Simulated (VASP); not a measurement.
# GaAs (F-43m) in VASP: further runs, part 2 of 2

VASP 6.6.1.

## 3. Single point, PBE

This run uses another cell than the first one, of 22.59 Å³/atom, 0.943 times its volume.

INCAR reads:

```
SYSTEM = GaAs
ALGO = Normal
EDIFF = 1E-7
ENCUT = 520
GGA = PE
ISIF = 2
ISMEAR = -1
LASPH = .TRUE.
LCHARG = .FALSE.
LREAL = .FALSE.
LWAVE = .FALSE.
NBANDS = 16
NELM = 100
PREC = Accurate
SIGMA = 0.06
```

KPOINTS reads:

```
k-points
0
G
  3 3 3
  0 0 0
```

POSCAR reads:

```
GaAs
1.0
    0.0000000000      2.8268500000      2.8268500000
    2.8268500000      0.0000000000      2.8268500000
    2.8268500000      2.8268500000      0.0000000000
As Ga
1 1
Direct
    0.7500000000      0.7500000000      0.7500000000
    0.0000000000      0.0000000000      0.0000000000
```

Potentials or basis: VASP PAW PBE potentials, release 64 (As, Ga_d).

Started as:

```
cat potpaw_PBE.64/As/POTCAR potpaw_PBE.64/Ga_d/POTCAR > POTCAR
mpirun -np 1 vasp_std > vasp.out
```

OUTCAR:

```text
SYSTEM = GaAs
   EDIFF = 1E-7
   ENCUT = 520
   GGA = PE
   ISIF = 2
   ISMEAR = -1
   LASPH = .TRUE.
   LREAL = .FALSE.
   NELM = 100
   PREC = Accurate

 ion  position               nearest neighbor table
   1  0.750  0.750  0.750-   2 2.45   2 2.45   2 2.45   2 2.45
   2  0.000  0.000  0.000-   1 2.45   1 2.45   1 2.45   1 2.45

  LATTYP: Found a face centered cubic cell.
 ALAT       =     5.6537000000

  Lattice vectors:

 A1 = (   0.0000000000,   2.8268500000,   2.8268500000)
[... 239 lines left out ...]
------------------------ aborting loop because EDIFF is reached ----------------------------------------

  FORCE on cell =-STRESS in cart. coord.  units (eV):
  Direction    XX          YY          ZZ          XY          YZ          ZX
  --------------------------------------------------------------------------------------
  -------------------------------------------------------------------------------------
  Total        1.3370203      1.3370203      1.3370203     -0.0000000     -0.0000000      0.0000000
  in kB       47.4144043     47.4144043     47.4144043     -0.0000000     -0.0000000      0.0000000
  external PRESSURE =      47.4144043 kB  Pullay stress =       0.0000000 kB

 VOLUME and BASIS-vectors are now :
 -----------------------------------------------------------------------------
  energy-cutoff  :      520.00
  volume of cell :       45.18
      direct lattice vectors                 reciprocal lattice vectors
     0.000000000  2.826850000  2.826850000    -0.176875321  0.176875321  0.176875321
     2.826850000  0.000000000  2.826850000     0.176875321 -0.176875321  0.176875321
     2.826850000  2.826850000  0.000000000     0.176875321  0.176875321 -0.176875321

 POSITION                                       TOTAL-FORCE (eV/Angst)
 -----------------------------------------------------------------------------------
      4.24027      4.24027      4.24027        -0.000000     -0.000000     -0.000000
      0.00000      0.00000      0.00000         0.000000      0.000000      0.000000
 -----------------------------------------------------------------------------------
    total drift:                               -0.000002     -0.000002     -0.000002

  FREE ENERGIE OF THE ION-ELECTRON SYSTEM (eV)
  ---------------------------------------------------
  free  energy   TOTEN  =        -7.6677648526 eV

  energy  without entropy=       -7.6665096463  energy(sigma->0) =       -7.66713725
```

OSZICAR:

```text
N       E                     dE             d eps       ncg     rms          rms(c)
DAV:   1     0.884503079243E+02    0.88450E+02   -0.88204E+03   128   0.157E+03
DAV:   2     0.526998255903E+00   -0.87923E+02   -0.79576E+02   136   0.312E+02
DAV:   3    -0.775434097304E+01   -0.82813E+01   -0.82260E+01   160   0.715E+01
DAV:   4    -0.789275529140E+01   -0.13841E+00   -0.13839E+00   168   0.101E+01
DAV:   5    -0.789460227171E+01   -0.18470E-02   -0.18470E-02   152   0.109E+00    0.312E+00
DAV:   6    -0.769040243903E+01    0.20420E+00   -0.29858E-01   200   0.889E+00    0.189E+00
DAV:   7    -0.766350096121E+01    0.26901E-01   -0.93059E-02   136   0.203E+00    0.640E-01
DAV:   8    -0.766661766617E+01   -0.31167E-02   -0.15637E-02   144   0.133E+00    0.141E-01
DAV:   9    -0.766751698997E+01   -0.89932E-03   -0.15301E-03   136   0.434E-01    0.569E-02
DAV:  10    -0.766766606637E+01   -0.14908E-03   -0.12275E-04   160   0.117E-01    0.325E-02
DAV:  11    -0.766776388149E+01   -0.97815E-04   -0.12385E-04   128   0.817E-02    0.318E-03
DAV:  12    -0.766776436708E+01   -0.48559E-06   -0.21807E-06   176   0.175E-02    0.202E-03
DAV:  13    -0.766776488706E+01   -0.51998E-06   -0.88969E-07   136   0.617E-03    0.846E-04
DAV:  14    -0.766776485255E+01    0.34506E-07   -0.14061E-08   120   0.111E-03
   1 F= -.76677649E+01 E0= -.76671372E+01  d E =-.125521E-02
```

Run time: 6.8 s. Hardware: 1 thread of AMD EPYC 9R45 (Zen 5), shared host; peak memory 0.12 GiB.

Results:

```yaml
Free_energy: -7.6678 eV
Pressure: 4.7 GPa
Band_gap_on_the_k_mesh: 0.49 eV, direct
```

Caveat: the k points lie up to 0.64 Å⁻¹ apart.

## 4. Single point, PBE

This run uses another cell than the first one, of 22.59 Å³/atom, 0.943 times its volume.

INCAR reads:

```
SYSTEM = GaAs
ALGO = Normal
EDIFF = 1E-6
ENCUT = 520
GGA = PE
ISIF = 2
ISMEAR = 0
LASPH = .True.
LCHARG = .False.
LREAL = .False.
LWAVE = .False.
NBANDS = 16
NELM = 100
PREC = Accurate
SIGMA = 0.022
```

KPOINTS reads:

```
k-points
0
Gamma
  8 8 8
  0 0 0
```

POSCAR is that of step 3.

Started as:

```
cat potpaw_PBE.64/As/POTCAR potpaw_PBE.64/Ga_d/POTCAR > POTCAR
mpirun -np 1 vasp_std > vasp.out
```

Run time: 18 s. Hardware: 1 thread of AMD EPYC 9R45 (Zen 5), shared host; peak memory 0.14 GiB.

It converged, with:

| Item | Value |
| --- | --- |
| Free energy | -8.2471 eV |
| Pressure | 3.4 GPa |
| Band gap on the k mesh | 0.52 eV, direct |

Levels at points of the mesh, in eV from the valence-band top:
```tsv
k point	band 5	band 6	band 7	band 8	band 9	band 10	band 11	band 12	band 13	band 14
(0.00, 0.00, 0.00)	-14.73	-12.73	0.00	0.00	0.00	0.52	3.73	3.73	3.73	7.59
(0.50, 0.00, 0.00)	-14.73	-10.96	-6.64	-1.14	-1.14	1.00	4.63	4.63	7.75	10.40
(0.50, 0.50, 0.00)	-14.72	-10.22	-6.82	-2.68	-2.68	1.46	1.65	10.17	10.17	10.98
```

A k mesh can miss the band edges. As with any semilocal functional, this PBE gap is likely too small.

## 5. Single point, PBE

This run uses another cell than the first one, of 22.59 Å³/atom, 0.943 times its volume.

INCAR reads:

```
  PREC = Accurate
  ENCUT = 520
  EDIFF = 1E-6
  ISMEAR = 0
  SIGMA = 0.02
  LREAL = False
  LASPH = True
  NELM = 60
  ALGO = Normal
  ISIF = 2
  LWAVE = False
  LCHARG = True
  GGA = PE
  LELF = True
  LVHAR = True
  NBANDS = 16
```

KPOINTS reads:

```
regular mesh
0
Gamma
  8 8 8
```

POSCAR is that of step 4.

Potentials or basis: VASP PAW PBE potentials, release 64 (As, Ga_d).

Started as:

```
cat potpaw_PBE.64/As/POTCAR potpaw_PBE.64/Ga_d/POTCAR > POTCAR
mpirun -np 1 vasp_std > vasp.out
```

OUTCAR:

```text
PREC = Accurate
   ENCUT = 520
   EDIFF = 1E-6
   ISMEAR = 0
   LREAL = False
   LASPH = True
   NELM = 60
   ISIF = 2
   GGA = PE

 ion  position               nearest neighbor table
   1  0.750  0.750  0.750-   2 2.45   2 2.45   2 2.45   2 2.45
   2  0.000  0.000  0.000-   1 2.45   1 2.45   1 2.45   1 2.45

  LATTYP: Found a face centered cubic cell.
 ALAT       =     5.6537000000

  Lattice vectors:

 A1 = (   0.0000000000,   2.8268500000,   2.8268500000)
[... 642 lines left out ...]

------------------------ aborting loop because EDIFF is reached ----------------------------------------

  FORCE on cell =-STRESS in cart. coord.  units (eV):
  Direction    XX          YY          ZZ          XY          YZ          ZX
  --------------------------------------------------------------------------------------
  -------------------------------------------------------------------------------------
  Total        0.9713738      0.9713738      0.9713738     -0.0000000      0.0000000      0.0000000
  in kB       34.4475765     34.4475765     34.4475765     -0.0000000      0.0000000      0.0000000
  external PRESSURE =      34.4475765 kB  Pullay stress =       0.0000000 kB

 VOLUME and BASIS-vectors are now :
 -----------------------------------------------------------------------------
  energy-cutoff  :      520.00
  volume of cell :       45.18
      direct lattice vectors                 reciprocal lattice vectors
     0.000000000  2.826850000  2.826850000    -0.176875321  0.176875321  0.176875321
     2.826850000  0.000000000  2.826850000     0.176875321 -0.176875321  0.176875321
     2.826850000  2.826850000  0.000000000     0.176875321  0.176875321 -0.176875321

 POSITION                                       TOTAL-FORCE (eV/Angst)
 -----------------------------------------------------------------------------------
      4.24027      4.24027      4.24027        -0.000000     -0.000000     -0.000000
      0.00000      0.00000      0.00000         0.000000      0.000000      0.000000
 -----------------------------------------------------------------------------------
    total drift:                               -0.000002     -0.000002     -0.000002

  FREE ENERGIE OF THE ION-ELECTRON SYSTEM (eV)
  ---------------------------------------------------
  free  energy   TOTEN  =        -8.2471084250 eV

  energy  without entropy=       -8.2471084250  energy(sigma->0) =       -8.24710843
```

OSZICAR:

```text
N       E                     dE             d eps       ncg     rms          rms(c)
DAV:   1     0.876139224044E+02    0.87614E+02   -0.89651E+03   960   0.155E+03
DAV:   2    -0.126627179688E+01   -0.88880E+02   -0.85004E+02  1016   0.319E+02
DAV:   3    -0.830010297537E+01   -0.70338E+01   -0.70059E+01  1136   0.686E+01
DAV:   4    -0.840617342459E+01   -0.10607E+00   -0.10606E+00  1112   0.926E+00
DAV:   5    -0.840756301753E+01   -0.13896E-02   -0.13896E-02  1176   0.966E-01    0.290E+00
DAV:   6    -0.826563369010E+01    0.14193E+00   -0.21130E-01  1424   0.793E+00    0.175E+00
DAV:   7    -0.824575873686E+01    0.19875E-01   -0.63794E-02  1144   0.182E+00    0.562E-01
DAV:   8    -0.824659417189E+01   -0.83544E-03   -0.10313E-02  1104   0.114E+00    0.109E-01
DAV:   9    -0.824699140458E+01   -0.39723E-03   -0.94293E-04  1136   0.361E-01    0.504E-02
DAV:  10    -0.824705769044E+01   -0.66286E-04   -0.72008E-05  1232   0.881E-02    0.275E-02
DAV:  11    -0.824710814323E+01   -0.50453E-04   -0.70531E-05  1016   0.633E-02    0.306E-03
DAV:  12    -0.824710842501E+01   -0.28179E-06   -0.11198E-06  1032   0.154E-02
   1 F= -.82471084E+01 E0= -.82471084E+01  d E =-.789944E-17
```

stdout:

```text
POSCAR found type information on POSCAR AsGa
 POSCAR found :  2 types and       2 ions
 scaLAPACK will be used
 LDA part: xc-table for (Slater+PW92), standard interpolation
 POSCAR, INCAR and KPOINTS ok, starting setup
 FFT: planning ... GRIDC
 FFT: planning ... GRID_SOFT
 FFT: planning ... GRID
 WAVECAR not read
 entering main loop
```

Wall time 19 s (1 thread of AMD EPYC 9R45 (Zen 5), shared host); peak memory 0.13 GiB.

Results:

| Property | Result |
| --- | --- |
| Free energy | -8.2471 eV |
| Pressure | 3.4 GPa |
| Band gap on the k mesh | 0.52 eV, direct |

A k mesh can miss the band edges.

## 6. Overview

```csv
level,cell,k mesh,smearing,gap on the mesh (eV),pressure (GPa)
PBEsol,"a = 4.076 Å, angles 60.0°, 2 atoms",8 × 8 × 8,fermi-dirac 0.05 eV,-,-3.2
PBE,"a = 3.998 Å, angles 60.0°, 2 atoms",3 × 3 × 3,fermi-dirac 0.06 eV,0.49,4.7
PBE,"a = 3.998 Å, angles 60.0°, 2 atoms",8 × 8 × 8,gaussian 0.022 eV,0.52,3.4
PBE,"a = 3.998 Å, angles 60.0°, 2 atoms",8 × 8 × 8,gaussian 0.02 eV,0.52,3.4
```

Alike in all rows: task single point; potentials or basis VASP PAW PBE potentials, release 64 (As, Ga_d); no spin polarisation; cutoff (eV) 520.

Caveats: some runs use coarse meshes; the PAW data sets were made with another functional, which shifts forces and pressure a little (some runs).

Total energies depend on the potentials used, so only differences within one code and one set of settings carry meaning.
